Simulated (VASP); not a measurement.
# Te3Pt2Se (R-3m) in VASP: notebook

Runs on Te3Pt2Se. Level: PBE. Tasks: single point, relaxation of cell and atoms.

All numbers are computed with VASP 6.6.1; they aren't measurements. Logs are shortened: lines on timing, memory, paths and dates and some standing lists are left out, and cuts for length are marked.

### Step 1. The cell of the first run

The structure is trigonal, space group R-3m (No. 166). The conventional cell has a = 6.595 Å, b = 6.595 Å, c = 15.855 Å, α = 90.00°, β = 90.00°, γ = 120.00°. Within 3.2 Å of Te (site symmetry 2/m) lie 2 Pt at 2.39 Å. Pt (site symmetry 3m) has 3 Te at 2.39 Å within 3.2 Å. Within 4.3 Å of Se (site symmetry -3m) lie 6 Te at 3.26 Å and 8 Pt at 3.99 to 4.09 Å.

### Step 2. Single point, PBE, collinear spin, ferromagnetic start

File INCAR:

```
ALGO = Normal
EDIFF = 1E-7
ENCUT = 520
GGA = PE
ISIF = 2
ISMEAR = 0
ISPIN = 2
LASPH = T
LCHARG = F
LMAXMIX = 4
LORBIT = 11
LREAL = F
LWAVE = F
MAGMOM = 0 0 0 1 1 0
NBANDS = 35
NELM = 150
PREC = Accurate
SIGMA = 0.1
```

File KPOINTS:

```
k-points
0
Gamma
  3 3 3
```

File POSCAR:

```
Te3Pt2Se
1.0
    3.2976311100      1.9038882100      5.2850393200
   -3.2976311100      1.9038882100      5.2850393200
    0.0000000000     -3.8077764200      5.2850393200
Te Pt Se
3 2 1
Direct
    0.5000000000      0.5000000000      0.0000000000
    0.0000000000      0.5000000000      0.5000000000
    0.5000000000      0.0000000000      0.5000000000
    0.7576956800      0.7576956800      0.7576956800
    0.2423043200      0.2423043200      0.2423043200
    0.5000000000      0.5000000000      0.5000000000
```

Potentials or basis: VASP PAW PBE potentials, release 64 (Te, Pt, Se).

Started as:

```console
$ cat potpaw_PBE.64/Te/POTCAR potpaw_PBE.64/Pt/POTCAR potpaw_PBE.64/Se/POTCAR > POTCAR
$ mpirun -np 1 vasp_std > vasp.out
```

OUTCAR:

```text
EDIFF = 1E-7
   ENCUT = 520
   GGA = PE
   ISIF = 2
   ISMEAR = 0
   ISPIN = 2
   LASPH = T
   LORBIT = 11
   LREAL = F
   NELM = 150
   PREC = Accurate

 ion  position               nearest neighbor table
   1  0.500  0.500  0.000-   4 2.39   5 2.39   2 3.30   3 3.30   3 3.30   2 3.30
   2  0.000  0.500  0.500-   4 2.39   5 2.39   3 3.30   3 3.30   1 3.30   1 3.30
   3  0.500  0.000  0.500-   4 2.39   5 2.39   2 3.30   2 3.30   1 3.30   1 3.30
   4  0.758  0.758  0.758-   2 2.39   3 2.39   1 2.39
   5  0.242  0.242  0.242-   2 2.39   3 2.39   1 2.39
   6  0.500  0.500  0.500-

  LATTYP: Found a trigonal (rhomboedric) cell.
 ALAT       =     6.5138929887
 COS(alpha) =     0.4874303356

  Lattice vectors:

 A1 = (   3.2976311100,   1.9038882100,   5.2850393200)
 A2 = (  -3.2976311100,   1.9038882100,   5.2850393200)
 A3 = (   0.0000000000,  -3.8077764200,   5.2850393200)

Analysis of symmetry for initial positions (statically):
=====================================================================
 Subroutine PRICEL returns:
 Original cell was already a primitive cell.

 Routine SETGRP: Setting up the symmetry group for a
 trigonal (rhombohedral) supercell.

 Subroutine GETGRP returns: Found 12 space group operations
 (whereof 12 operations were pure point group operations)
 out of a pool of 12 trial point group operations.

The static configuration has the point symmetry D_3d.

Analysis of symmetry for dynamics (positions and initial velocities):
=====================================================================
 Subroutine PRICEL returns:
 Original cell was already a primitive cell.

 Routine SETGRP: Setting up the symmetry group for a
 trigonal (rhombohedral) supercell.

 Subroutine GETGRP returns: Found 12 space group operations
 (whereof 12 operations were pure point group operations)
 out of a pool of 12 trial point group operations.

The dynamic configuration has the point symmetry D_3d.

Analysis of structural, dynamic, and magnetic symmetry:
=====================================================================
 Subroutine PRICEL returns:
 Original cell was already a primitive cell.

 Routine SETGRP: Setting up the symmetry group for a
 trigonal (rhombohedral) supercell.

 Subroutine GETGRP returns: Found 12 space group operations
 (whereof 12 operations were pure point group operations)
 out of a pool of 12 trial point group operations.

The overall configuration has the point symmetry D_3d.

 Subroutine INISYM returns: Found 12 space group operations
 (whereof 12 operations are pure point group operations),
 and found     1 'primitive' translations

----------------------------------------------------------------------------------------

                                     Primitive cell

  volume of cell :     199.0870

  direct lattice vectors                    reciprocal lattice vectors
     3.297631110  1.903888210  5.285039320     0.151623994  0.087540154  0.063071117
    -3.297631110  1.903888210  5.285039320    -0.151623994  0.087540154  0.063071117
     0.000000000 -3.807776420  5.285039320     0.000000000 -0.175080308  0.063071117

  length of vectors
     6.513892989  6.513892989  6.513892989     0.186094277  0.186094277  0.186094277

  position of ions in fractional coordinates (direct lattice)
     0.500000000  0.500000000  1.000000000
     1.000000000  0.500000000  0.500000000
     0.500000000  1.000000000  0.500000000
     0.757695680  0.757695680  0.757695680
     0.242304320  0.242304320  0.242304320
     0.500000000  0.500000000  0.500000000

  ion indices of the primitive-cell ions
   primitive index   ion index
                 1           1
                 2           2
                 3           3
                 4           4
                 5           5
                 6           6

[... 26 lines left out ...]
 Following reciprocal coordinates:
            Coordinates               Weight
  0.000000  0.000000  0.000000      1.000000
  0.333333  0.000000  0.000000      6.000000
  0.333333  0.333333  0.000000      6.000000
 -0.333333  0.333333  0.000000      6.000000
  0.333333  0.333333  0.333333      2.000000
 -0.333333  0.333333  0.333333      6.000000
   k-points           NKPTS =      6   k-points in BZ     NKDIM =      6   number of bands    NBANDS=     35
   number of dos      NEDOS =    301   number of ions     NIONS =      6
   total plane-waves  NPLWV = 110592
   dimension x,y,z NGX =    48 NGY =   48 NGZ =   48
   dimension x,y,z NGXF=    96 NGYF=   96 NGZF=   96
   ions per type =               3   2   1
   NGX,Y,Z   is equivalent  to a cutoff of  12.25, 12.25, 12.25 a.u.
   NGXF,Y,Z  is equivalent  to a cutoff of  24.50, 24.50, 24.50 a.u.
 SYSTEM =  unknown system
   PREC   = accura    normal or accurate (medium, high low for compatibility)
   ISTART =      0    job   : 0-new  1-cont  2-samecut
   ICHARG =      2    charge: 1-file 2-atom 10-const
   ISPIN  =      2    spin polarized calculation?
   LNONCOLLINEAR =      F non collinear calculations
   LSORBIT =      F    spin-orbit coupling
   LASPH  =      T    aspherical Exc in radial PAW
   ENCUT  =  520.0 eV  38.22 Ry    6.18 a.u.  12.11 12.11 12.11*2*pi/ulx,y,z
   NELM   =    150;   NELMIN=  2; NELMDL= -5     # of ELM steps
   EDIFF  = 0.1E-06   stopping-criterion for ELM
   LREAL  =      F    real-space projection
   EDIFFG = 0.1E-05   stopping-criterion for IOM
   NSW    =      0    number of steps for IOM
   IBRION =     -1    ionic relax: 0-MD 1-quasi-New 2-CG
   NFREE  =      0    steps in history (QN), initial steepest desc. (CG)
   ISIF   =      2    stress and relaxation
   ISYM   =      2    0-nonsym 1-usesym 2-fastsym
   POTIM  = 0.5000    time-step for ionic-motion
   TEBEG  =    0.0;   TEEND  =   0.0 temperature during run
   PSTRESS=    0.0 pullay stress
   NELECT =      44.0000    total number of electrons
   NUPDOWN=      -1.0000    fix difference up-down
   EMIN   =  10.00;   EMAX   =-10.00  energy-range for DOS
   EFERMI =   0.00;   METHOD = LEGACY
   ISMEAR =     0;   SIGMA  =   0.10  broadening in eV -4-tet -1-fermi 0-gaus
   EFERMI_NEDOS =   21; number of points for ismear=-14 and -15
   IALGO  =     38    algorithm
   IMIX   =      4    mixing-type and parameters
     AMIX     =   0.40;   BMIX     =  1.00
     AMIX_MAG =   1.60;   BMIX_MAG =  1.00
  volume/ion in A,a.u.               =      33.18       223.92
  Fermi-wavevector in a.u.,A,eV,Ry     =   0.989794  1.870439 13.329516  0.979692
  Thomas-Fermi vector in A             =   2.121418
   LORBIT       =     11    0 simple, 1 ext, 2 COOP (PROOUT), +10 PAW based schemes
   GGA     = PE    functional components
   LHFCALC =     F    Hartree Fock is set to
   AEXX    =    0.0000 exact exchange contribution
   IVDW    =     0    specifies the selected vdW correction
   LEPSILON=     F    determine dielectric tensor
   LRPA    =     F    only Hartree local field effects (RPA)
 spin polarized calculation
 Gauss-broadening in eV      SIGMA  =   0.10
  energy-cutoff  :      520.00
  volume of cell :      199.09
 maximum number of plane-waves:      5371
   NGX = 25   NGY = 25   NGZ = 25

 number of electron      43.9999999 magnetization       0.2473592

 number of electron      43.9999999 magnetization      -0.0002468

 Free energy of the ion-electron system (eV)
  ---------------------------------------------------
  ext. energy  EPLUGINS =         0.00000000
  ---------------------------------------------------
  free energy    TOTEN  =       -18.40713182 eV

  energy without entropy =      -18.36225255  energy(sigma->0) =      -18.38469219

 E-fermi :   4.2228     XC(G=0):  -8.5263

 val. band max:        4.2096000094   @ k =  -0.3333   0.3333   0.3333
 cond. band min:       4.2472962239   @ k =   0.3333   0.0000   0.0000
 fundamental gap:      0.0376962145
 Fermi energy:         4.2228276852

 spin component 1

 k-point     1 :       0.0000    0.0000    0.0000
  band No.  band energies     occupation
      1      -9.6758      1.00000
      2      -7.3613      1.00000
      3      -7.3089      1.00000
      4      -7.3089      1.00000
      5      -3.6177      1.00000
      6      -1.7868      1.00000
[... 211 lines left out ...]
     33      11.1001      0.00000
     34      11.6384      0.00000
 Fermi energy:         4.2228276852

 spin component 2

 k-point     1 :       0.0000    0.0000    0.0000
  band No.  band energies     occupation
      1      -9.6759      1.00000
      2      -7.3613      1.00000
      3      -7.3089      1.00000
      4      -7.3089      1.00000
      5      -3.6177      1.00000
      6      -1.7869      1.00000
[... 211 lines left out ...]
     33      11.1001      0.00000
     34      11.6383      0.00000
 [bands above 34 left out]

------------------------ aborting loop because EDIFF is reached ----------------------------------------

  FORCE on cell =-STRESS in cart. coord.  units (eV):
  Direction    XX          YY          ZZ          XY          YZ          ZX
  --------------------------------------------------------------------------------------
  -------------------------------------------------------------------------------------
  Total       16.7193777     16.7193777     12.4035050     -0.0000000      0.0000000     -0.0000000
  in kB      134.5512393    134.5512395     99.8187254     -0.0000000      0.0000000     -0.0000000
  external PRESSURE =     122.9737347 kB  Pullay stress =       0.0000000 kB

 VOLUME and BASIS-vectors are now :
 -----------------------------------------------------------------------------
  energy-cutoff  :      520.00
  volume of cell :      199.09
      direct lattice vectors                 reciprocal lattice vectors
     3.297631110  1.903888210  5.285039320     0.151623994  0.087540154  0.063071117
    -3.297631110  1.903888210  5.285039320    -0.151623994  0.087540154  0.063071117
     0.000000000 -3.807776420  5.285039320     0.000000000 -0.175080308  0.063071117

 POSITION                                       TOTAL-FORCE (eV/Angst)
 -----------------------------------------------------------------------------------
      0.00000      1.90389      5.28504         0.000000     -0.000000     -0.000000
     -1.64882     -0.95194      5.28504        -0.000000     -0.000000     -0.000000
      1.64882     -0.95194      5.28504         0.000000     -0.000000     -0.000000
      0.00000      0.00000     12.01335        -0.000000     -0.000000      5.088465
      0.00000      0.00000      3.84176        -0.000000      0.000000     -5.088465
      0.00000      0.00000      7.92756        -0.000000     -0.000000     -0.000000
 -----------------------------------------------------------------------------------
    total drift:                                0.000000      0.000000     -0.000000

  FREE ENERGIE OF THE ION-ELECTRON SYSTEM (eV)
  ---------------------------------------------------
  free  energy   TOTEN  =       -18.4071318235 eV

  energy  without entropy=      -18.3622525507  energy(sigma->0) =      -18.38469219

 total charge

# of ion       s       p       d       tot
------------------------------------------
    1        1.412   1.852   0.128   3.392
    2        1.412   1.852   0.128   3.392
    3        1.412   1.852   0.128   3.392
    4        0.708   0.425   8.489   9.623
    5        0.708   0.425   8.489   9.623
    6        1.514   2.127   0.020   3.662
--------------------------------------------------
tot          7.165   8.534  17.384  33.083

 magnetization (x)

# of ion       s       p       d       tot
------------------------------------------
    1       -0.000  -0.000  -0.000  -0.000
    2       -0.000  -0.000  -0.000  -0.000
    3       -0.000  -0.000  -0.000  -0.000
    4       -0.000   0.000  -0.000  -0.000
    5       -0.000   0.000  -0.000  -0.000
    6        0.000   0.000   0.000   0.000
--------------------------------------------------
tot         -0.000  -0.000  -0.000  -0.000
```

It took 85 s on 1 thread of AMD EPYC 9R45 (Zen 5), shared host; peak memory 0.4 GiB.

What came out:

```
Free energy                                           : -18.4071 eV
Pressure                                              : 12.3 GPa
Largest force                                         : 5.088 eV/Å
Band gap on the k mesh                                : zero (filled and empty bands overlap)
Net moment                                            : 0.00 μB per cell
Valence electrons inside the program's atomic spheres : Te 3.39; Pt 9.62; Se 3.66
```

Forces in eV/Å, atoms in the order of the input:
```
Te   0.000  0.000  0.000
Te   0.000  0.000  0.000
Te   0.000  0.000  0.000
Pt   0.000  0.000  5.088
Pt   0.000  0.000 -5.088
Se   0.000  0.000  0.000
```

Levels at points of the mesh, in eV from the Fermi level:
Spin up:
```
           k point  band 20  band 21  band 22  band 23  band 24  band 25
(0.00, 0.00, 0.00)    -1.27    -0.58     0.76     1.29     1.29     1.60
```
Spin down:
```csv
k point,band 20,band 21,band 22,band 23,band 24,band 25
"(0.00, 0.00, 0.00)",-1.27,-0.58,0.76,1.29,1.29,1.60
```

Caveat: the k points lie up to 0.39 Å⁻¹ apart; spin-orbit coupling is left out, which moves the levels of the heavy elements; forces of over 1 eV/Å act on the atoms, so gaps and moduli don't describe the material at rest.

### Step 3. Relaxation of cell and atoms, PBE

This run uses another cell than the first one, of 31.91 Å³/atom, 0.962 times its volume.

File INCAR:

```
SYSTEM = Te3Pt2Se
ALGO = Normal
EDIFF = 1E-6
EDIFFG = -0.01
ENCUT = 600
GGA = PE
IBRION = 2
ISIF = 3
ISMEAR = 0
LASPH = .True.
LCHARG = .False.
LREAL = .False.
LWAVE = .False.
NELM = 80
NSW = 100
PREC = Accurate
SIGMA = 0.1
```

File KPOINTS:

```
k-points
0
Gamma
  6 6 6
  0 0 0
```

File POSCAR:

```
Te3Pt2Se
1.0
    3.8083536828      2.1987540239      3.8111932934
   -3.8083536828      2.1987540239      3.8111932934
    0.0000000000     -4.3975080478      3.8111932934
Te Pt Se
3 2 1
Direct
    0.5000000000      0.5000000000      0.0000000000
    0.0000000000      0.5000000000      0.5000000000
    0.5000000000      0.0000000000      0.5000000000
    0.7936579744      0.7936579744      0.7936579744
    0.2063420256      0.2063420256      0.2063420256
    0.5000000000      0.5000000000      0.5000000000
```

Potentials or basis: VASP PAW PBE potentials, release 64 (Te, Pt, Se).

Started as:

```console
$ cat potpaw_PBE.64/Te/POTCAR potpaw_PBE.64/Pt/POTCAR potpaw_PBE.64/Se/POTCAR > POTCAR
$ mpirun -np 1 vasp_std > vasp.out
```

Wall time 11 min (1 thread of AMD EPYC 9R45 (Zen 5), shared host); peak memory 0.45 GiB.

The run converged. Its results:

```
Free energy                            : -22.0465 eV
Relaxed volume                         : 31.09 Å³/atom
Relaxed cell                           : a = 5.804 Å, b = 5.804 Å, c = 5.804 Å, α = 79.34°, β = 79.34°, γ = 79.34°
Space group after relaxing (to 0.05 Å) : R-3m (No. 166)
Energy gained by relaxing              : 8.0 meV/atom
Ionic steps                            : 9
Pressure after relaxing                : 0.0 GPa
Band gap on the k mesh                 : zero (band 22 reaches 4.88 eV, above the bottom of band 23 at 4.04 eV)
```

Forces on the atoms (eV/Å):
```
Te   0.000  0.000  0.000
Te   0.000  0.000  0.000
Te   0.000  0.000  0.000
Pt   0.000  0.000  0.003
Pt   0.000  0.000 -0.003
Se   0.000  0.000  0.000
```

The path:
```csv
step,energy change (eV),largest force (eV/Å),pressure (GPa),volume (Å³)
1,0.0000,0.0879,-0.13,191.48
2,-0.0215,0.0900,-0.06,190.77
3,-0.0453,0.0871,0.16,188.49
4,-0.0457,0.0876,0.14,188.75
5,-0.0453,0.0320,-0.32,189.84
6,-0.0461,0.0356,-0.06,189.21
7,-0.0464,0.0326,-0.06,188.94
8,-0.0472,0.0223,-0.03,188.14
9,-0.0477,0.0028,0.02,186.54
```

Final structure:
```cif
data_structure
_symmetry_space_group_name_H-M 'P 1'
_symmetry_Int_Tables_number 1
_cell_length_a 5.8043
_cell_length_b 5.8043
_cell_length_c 5.8043
_cell_angle_alpha 79.338
_cell_angle_beta 79.338
_cell_angle_gamma 79.338
_cell_volume 186.54
loop_
_atom_site_label
_atom_site_type_symbol
_atom_site_fract_x
_atom_site_fract_y
_atom_site_fract_z
_atom_site_occupancy
Te1 Te 0.50000 0.50000 0.00000 1
Te2 Te 0.00000 0.50000 0.50000 1
Te3 Te 0.50000 0.00000 0.50000 1
Pt1 Pt 0.79802 0.79802 0.79802 1
Pt2 Pt 0.20198 0.20198 0.20198 1
Se1 Se 0.50000 0.50000 0.50000 1
```

Levels at points of the mesh, in eV from the Fermi level:
| k point | band 20 | band 21 | band 22 | band 23 | band 24 | band 25 |
| --- | --- | --- | --- | --- | --- | --- |
| (0.00, 0.00, 0.00) | -0.31 | -0.22 | -0.03 | 1.45 | 1.45 | 3.16 |
| (0.50, 0.00, 0.00) | -0.67 | -0.49 | -0.48 | -0.25 | 0.92 | 1.36 |
| (0.50, 0.50, 0.00) | -0.86 | -0.58 | -0.54 | -0.46 | -0.10 | 1.79 |
| (0.50, 0.50, 0.50) | -0.97 | -0.76 | -0.76 | -0.16 | 0.02 | 0.43 |

Caveat: spin-orbit coupling is left out, which moves the levels of the heavy elements.
